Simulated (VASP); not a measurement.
# HC20 in VASP: notebook

Runs on HC20. Level: PBE+D3(BJ). Tasks: single point.

Everything below comes from runs of VASP 6.6.1. Logs are shortened: lines on timing, memory, paths and dates and some standing lists are left out, and cuts for length are marked.

## 1. The cell of the first run

The cell holds a slab with vacuum, 21 atoms: a = 4.929 Å, b = 6.805 Å, c = 22.235 Å, α = 90.00°, β = 90.00°, γ = 90.00°.

## 2. Single point, PBE+D3(BJ)

File INCAR:

```
SYSTEM = HC20
PREC = Accurate
ENCUT = 520
EDIFF = 1E-6
ISMEAR = 0
SIGMA = 0.1
LREAL = Auto
LASPH = .TRUE.
NELM = 100
ALGO = Normal
ISIF = 2
LWAVE = .FALSE.
LCHARG = .FALSE.
LDIPOL = .TRUE.
IDIPOL = 3
DIPOL = 0.5 0.5 0.305
GGA = PE
IVDW = 12
NBANDS = 56
```

File KPOINTS:

```
regular mesh
0
G
  6 4 1
  0 0 0
```

File POSCAR:

```
HC20
1.0
    4.9292027291      0.0000000000      0.0000000000
    0.0000000000      6.8054113579      0.0000000000
    0.0000000000      0.0000000000     22.2346643469
C H
20 1
Direct
    0.3122885183      0.2500141188      0.1798992752
    0.8122885183      0.2500141188      0.1798992752
    0.0622635010      0.2500141188      0.2119095571
    0.5622635010      0.2500141188      0.2119095571
    0.1871989222      0.7499858812      0.2279080302
    0.6871989222      0.7499858812      0.2279080302
    0.4371739048      0.7499858812      0.2599183120
    0.9371739048      0.7499858812      0.2599183120
    0.0621093260      0.2500141188      0.2759167852
    0.5621093260      0.2500141188      0.2759167852
    0.3120409925      0.2500133946      0.3071026518
    0.8120409925      0.2500133946      0.3071026518
    0.4371093881      0.7499905632      0.3309339292
    0.9371093881      0.7499905632      0.3309339292
    0.1866551682      0.7499900467      0.3565506911
    0.6866551682      0.7499900467      0.3565506911
    0.3119519864      0.2500147752      0.3740490919
    0.8119519864      0.2500147752      0.3740490919
    0.0621664184      0.2500173699      0.4018349100
    0.5621664184      0.2500173699      0.4018349100
    0.1454997517      0.5833507033      0.5502518120
```

Potentials or basis: VASP PAW PBE potentials, release 64 (C, H).

Launch:

```bash
$ cat potpaw_PBE.64/C/POTCAR potpaw_PBE.64/H/POTCAR > POTCAR
$ mpirun -np 1 vasp_std > vasp.out
```

OUTCAR:

```text
SYSTEM = HC20
   PREC = Accurate
   ENCUT = 520
   EDIFF = 1E-6
   ISMEAR = 0
   LREAL = Auto
   LASPH = .TRUE.
   NELM = 100
   ISIF = 2
   GGA = PE
   IVDW = 12
 IVDW          = 12

 ion  position               nearest neighbor table
   1  0.312  0.250  0.180-   4 1.42   3 1.42
   2  0.812  0.250  0.180-   3 1.42   4 1.42
   3  0.062  0.250  0.212-   2 1.42   9 1.42   1 1.42
   4  0.562  0.250  0.212-   1 1.42  10 1.42   2 1.42
   5  0.187  0.750  0.228-   7 1.42   8 1.42
   6  0.687  0.750  0.228-   8 1.42   7 1.42
   7  0.437  0.750  0.260-   5 1.42   6 1.42  13 1.58
   8  0.937  0.750  0.260-   6 1.42   5 1.42  14 1.58
   9  0.062  0.250  0.276-  11 1.41  12 1.41   3 1.42
  10  0.562  0.250  0.276-  12 1.41  11 1.41   4 1.42
  11  0.312  0.250  0.307-   9 1.41  10 1.41  17 1.49
  12  0.812  0.250  0.307-  10 1.41   9 1.41  18 1.49
  13  0.437  0.750  0.331-  16 1.36  15 1.36   7 1.58
  14  0.937  0.750  0.331-  15 1.36  16 1.36   8 1.58
  15  0.187  0.750  0.357-  14 1.36  13 1.36
  16  0.687  0.750  0.357-  13 1.36  14 1.36
  17  0.312  0.250  0.374-  19 1.38  20 1.38  11 1.49
  18  0.812  0.250  0.374-  20 1.38  19 1.38  12 1.49
  19  0.062  0.250  0.402-  17 1.38  18 1.38
  20  0.562  0.250  0.402-  18 1.38  17 1.38
  21  0.145  0.583  0.550-

  LATTYP: Found a simple orthorhombic cell.
 ALAT       =     4.9292027291
 B/A-ratio  =     1.3806312566
 C/A-ratio  =     4.5108033832

  Lattice vectors:

 A1 = (   4.9292027291,   0.0000000000,   0.0000000000)
 A2 = (   0.0000000000,   6.8054113579,   0.0000000000)
 A3 = (   0.0000000000,   0.0000000000,  22.2346643469)

Analysis of symmetry for initial positions (statically):
=====================================================================
 Subroutine PRICEL returns:
 Original cell was already a primitive cell.

 Routine SETGRP: Setting up the symmetry group for a
 simple orthorhombic supercell.

 Subroutine GETGRP returns: Found  1 space group operations
 (whereof  1 operations were pure point group operations)
 out of a pool of  8 trial point group operations.

The static configuration has the point symmetry C_1 .

Analysis of symmetry for dynamics (positions and initial velocities):
=====================================================================
 Subroutine PRICEL returns:
 Original cell was already a primitive cell.

 Routine SETGRP: Setting up the symmetry group for a
 simple orthorhombic supercell.

 Subroutine GETGRP returns: Found  1 space group operations
[... 143 lines left out ...]
   EMIN   =  10.00;   EMAX   =-10.00  energy-range for DOS
   EFERMI =   0.00;   METHOD = LEGACY
   ISMEAR =     0;   SIGMA  =   0.10  broadening in eV -4-tet -1-fermi 0-gaus
   EFERMI_NEDOS =   21; number of points for ismear=-14 and -15
   IALGO  =     38    algorithm
   IMIX   =      4    mixing-type and parameters
     AMIX     =   0.40;   BMIX     =  1.00
     AMIX_MAG =   1.60;   BMIX_MAG =  1.00
  volume/ion in A,a.u.               =      35.52       239.68
  Fermi-wavevector in a.u.,A,eV,Ry     =   0.781057  1.475983  8.300231  0.610050
  Thomas-Fermi vector in A             =   1.884496
   LORBIT       =      0    0 simple, 1 ext, 2 COOP (PROOUT), +10 PAW based schemes
   GGA     = PE    functional components
   LHFCALC =     F    Hartree Fock is set to
   AEXX    =    0.0000 exact exchange contribution
   IVDW    =    12    specifies the selected vdW correction
   LEPSILON=     F    determine dielectric tensor
   LRPA    =     F    only Hartree local field effects (RPA)
 non-spin polarized calculation
 Gauss-broadening in eV      SIGMA  =   0.10
  energy-cutoff  :      520.00
  volume of cell :      745.87
 maximum number of plane-waves:     20120
 NGX is ok and might be reduce to    40
   NGX = 19   NGY = 25   NGZ = 83

 dipolmoment           0.000000      0.000000      0.388456 electrons x Angstroem

 number of electron      81.0000009 magnetization

 dipolmoment           0.000000      0.000000     -0.047060 electrons x Angstroem

 Free energy of the ion-electron system (eV)
  ---------------------------------------------------
  ext. energy  EPLUGINS =         0.00000000
  ---------------------------------------------------
  free energy    TOTEN  =      -160.34054532 eV

  energy without entropy =     -160.21097486  energy(sigma->0) =     -160.27576009

 E-fermi :  -4.0142     XC(G=0):  -3.5289

 val. band max:       -4.0212593258   @ k =   0.1667   0.2500   0.0000
 cond. band min:      -4.0078026158   @ k =   0.5000   0.5000   0.0000
 fundamental gap:      0.0134567101
 Fermi energy:        -4.0142393414

 k-point     1 :       0.0000    0.0000    0.0000
  band No.  band energies     occupation
      1     -22.6828      2.00000
      2     -21.6848      2.00000
      3     -20.9772      2.00000
      4     -19.0854      2.00000
      5     -18.6226      2.00000
      6     -18.5053      2.00000
[... 759 lines left out ...]
     51       1.6773      0.00000
     52       2.7929      0.00000
 [bands above 52 left out]

------------------------ aborting loop because EDIFF is reached ----------------------------------------

 vacuum level on the upper side and lower side of the slab       (xc-potential included)        -0.163         0.052

 Edisp (eV)   -2.15818

 E8    (eV) :    -0.6455

  FORCE on cell =-STRESS in cart. coord.  units (eV):
  Direction    XX          YY          ZZ          XY          YZ          ZX
  --------------------------------------------------------------------------------------
  -------------------------------------------------------------------------------------
  Total      -1.32717    -0.51934    -3.33089    -0.01491    -0.23862    -0.03422
  in kB      -2.85085    -1.11559    -7.15499    -0.03204    -0.51257    -0.07351
  external pressure =       -3.71 kB  Pullay stress =        0.00 kB

 VOLUME and BASIS-vectors are now :
 -----------------------------------------------------------------------------
  energy-cutoff  :      520.00
  volume of cell :      745.87
      direct lattice vectors                 reciprocal lattice vectors
     4.929202729  0.000000000  0.000000000     0.202872565  0.000000000  0.000000000
     0.000000000  6.805411358  0.000000000     0.000000000  0.146941889  0.000000000
     0.000000000  0.000000000 22.234664347     0.000000000  0.000000000  0.044974819

 POSITION                                       TOTAL-FORCE (eV/Angst)
 -----------------------------------------------------------------------------------
      1.53933      1.70145      4.00000        -0.037575      0.001568      1.878541
      4.00393      1.70145      4.00000        -0.059343      0.000995      1.870978
      0.30691      1.70145      4.71174         0.046977     -0.000358     -3.426298
      2.77151      1.70145      4.71174         0.039740     -0.001979     -3.369334
      0.92274      5.10396      5.06746         0.061454      0.002181      3.210985
      3.38734      5.10396      5.06746         0.062613     -0.000403      3.205720
[... 13 lines left out ...]
      2.77103      1.70147      8.93466        -0.017356      0.018355      0.022574
      0.71720      3.96994     12.23466        -0.004601     -0.087081     -0.143365
 -----------------------------------------------------------------------------------
    total drift:                               -0.020714     -0.000011      0.008308

  FREE ENERGIE OF THE ION-ELECTRON SYSTEM (eV)
  ---------------------------------------------------
  free  energy   TOTEN  =      -162.4987244783 eV

  energy  without entropy=     -162.3691540200  energy(sigma->0) =     -162.43393925

 vacuum level on the upper side and lower side of the slab         2.426         2.670
```

stdout:

```text
POSCAR found type information on POSCAR C H
 POSCAR found :  2 types and      21 ions
 scaLAPACK will be used
 LDA part: xc-table for (Slater+PW92), standard interpolation
 POSCAR, INCAR and KPOINTS ok, starting setup
 FFT: planning ... GRIDC
 FFT: planning ... GRID_SOFT
 FFT: planning ... GRID
 WAVECAR not read
 entering main loop
```

Wall time 15 min (1 thread of Intel Xeon 6975P-C (Granite Rapids), shared host); peak memory 0.88 GiB.

What came out:

| Property | Result |
| --- | --- |
| Free energy | -162.4987 eV |
| Largest force | 3.427 eV/Å |
| Band gap on the k mesh | zero (an odd number of electrons rules out a gap without spin polarisation) |
| Dispersion energy per atom | -0.103 eV |

Forces on the atoms (eV/Å):
```
C   -0.038  0.002  1.879
C   -0.059  0.001  1.871
C    0.047  0.000 -3.426
C    0.040 -0.002 -3.369
C    0.061  0.002  3.211
C    0.063  0.000  3.206
C   -0.057  0.000 -3.198
C   -0.067  0.000 -3.195
C    0.009  0.002  1.466
C   -0.004 -0.003  1.448
C    0.006 -0.017  0.064
C   -0.006 -0.008  0.055
C    0.006 -0.002  0.021
C   -0.002 -0.002  0.019
C   -0.002 -0.003  0.012
C    0.000  0.003 -0.015
C    0.016  0.007 -0.063
C   -0.014  0.011 -0.027
C    0.025  0.080  0.163
C   -0.017  0.018  0.023
H   -0.005 -0.087 -0.143
```

Caveat: an odd number of electrons without spin polarisation forces a metal; a magnetic or distorted state may lie lower.

## 3. Single point, PBE+D3(BJ)

File INCAR:

```
PREC     = Accurate       # precision mode
ENCUT    = 520            # plane-wave cutoff, eV
EDIFF    = 1E-6           # SCF threshold, eV
ISMEAR   = 0              # smearing method
SIGMA    = 0.1            # smearing width, eV
LREAL    = Auto         
LASPH    = T              # aspherical terms in the spheres
NELM     = 100            # most SCF steps
ALGO     = Normal         # electronic algorithm
ISIF     = 2              # what is computed and relaxed
LWAVE    = F              # write WAVECAR
LCHARG   = F              # write CHGCAR
LDIPOL   = T            
IDIPOL   = 3            
DIPOL    = 0.5 0.5 0.305
GGA      = PE             # functional
IVDW     = 12             # dispersion correction
NBANDS   = 56             # bands
```

File KPOINTS:

```
Automatic mesh
0
Gamma
  6 4 1
```

POSCAR, as its differences from that of step 2:

```diff
@@ -28,2 +28,2 @@
     0.5621664184      0.2500173699      0.4018349100
-    0.1454997517      0.5833507033      0.5502518120
+    0.2288330851      0.4166840366      0.5502518120
```

Potentials or basis: VASP PAW PBE potentials, release 64 (C, H).

Launch:

```bash
$ cat potpaw_PBE.64/C/POTCAR potpaw_PBE.64/H/POTCAR > POTCAR
$ mpirun -np 1 vasp_std > vasp.out
```

It took 15 min on 1 thread of Intel Xeon 6975P-C (Granite Rapids), shared host; peak memory 0.88 GiB.

It converged, with:

```yaml
Free_energy: -162.6450 eV
Largest_force: 3.481 eV/Å
Band_gap_on_the_k_mesh: zero (an odd number of electrons rules out a gap without spin polarisation)
Dispersion_energy_per_atom: -0.103 eV
```

Forces in eV/Å, atoms in the order of the input:
```
C   -0.025  0.007  1.971
C   -0.070 -0.001  1.927
C    0.051 -0.003 -3.481
C    0.035 -0.001 -3.359
C    0.064  0.002  3.206
C    0.064  0.000  3.208
C   -0.067 -0.001 -3.198
C   -0.061 -0.001 -3.197
C    0.029  0.001  1.407
C   -0.026 -0.003  1.361
C    0.017 -0.035  0.184
C   -0.014 -0.009  0.124
C    0.001 -0.002  0.027
C    0.006 -0.002  0.025
C   -0.003  0.001 -0.015
C   -0.003  0.003 -0.008
C    0.040  0.004 -0.216
C   -0.039  0.017 -0.079
C    0.108  0.130  0.396
C   -0.076  0.051  0.129
H   -0.032 -0.158 -0.410
```

Levels at points of the mesh, in eV from the Fermi level:
| k point | band 36 | band 37 | band 38 | band 39 | band 40 | band 41 | band 42 | band 43 | band 44 | band 45 |
| --- | --- | --- | --- | --- | --- | --- | --- | --- | --- | --- |
| (0.00, 0.00, 0.00) | -1.15 | -0.47 | -0.38 | -0.31 | -0.01 | 0.17 | 0.21 | 0.63 | 0.72 | 0.89 |
| (0.50, 0.00, 0.00) | -1.63 | -0.80 | -0.80 | -0.22 | -0.07 | -0.02 | 0.06 | 0.27 | 0.59 | 0.59 |
| (0.00, 0.50, 0.00) | -1.18 | -0.47 | -0.38 | -0.30 | -0.01 | 0.11 | 0.26 | 0.64 | 0.74 | 1.05 |
| (0.50, 0.50, 0.00) | -1.63 | -0.74 | -0.74 | -0.21 | -0.05 | -0.02 | 0.05 | 0.27 | 0.63 | 0.63 |

Caveat: an odd number of electrons without spin polarisation forces a metal; a magnetic or distorted state may lie lower.

[end of part 1 of 2]

The gap in the log of VASP goes by the Fermi energy; the results here count the filled bands.